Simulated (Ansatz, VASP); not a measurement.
**InSb: VASP beside Ansatz**

```
In Sb
1.0
     3.16896    0.00000    0.00000
     0.00000    3.16896    0.00000
     0.00000    0.00000    6.02901
In Sb
1 1
Direct
  0.00000 0.00000 0.00000
  0.00000 0.00000 0.50000
```

Change from the starting cell: strain +0.030 along x and y, -0.030 along z, atoms carried along.

Alike in both runs: task single point; functional PBE; k mesh 16 × 16 × 8; occupations gaussian, width 0.15 eV; no spin polarisation.

|  | VASP | Ansatz |
| --- | --- | --- |
| version | VASP 6.6.1 | Ansatz 0.2.0 |
| potentials or method | VASP PAW PBE potentials, release 64 (In_d, Sb), cutoff 520 eV | scalar-relativistic, plane waves, PAW |
| valence electrons in the cell | 18 | 28 |

|  | VASP | Ansatz | Ansatz less VASP |
| --- | --- | --- | --- |
| gap on the k mesh at the Fermi level (eV) | none | none | - |
| pressure (GPa) | -0.5 | -0.5 | +0.04 |
| traceless stress, the component that is largest in VASP (GPa) | 3.69 | 3.69 | -0.001 |

A gap of «none» marks a metal or a gap that the smearing closes. VASP's potentials hold 18 valence electrons a cell and Ansatz's 28, so a difference there can come from the potentials and not from the codes.

Neither program's run includes spin-orbit coupling.
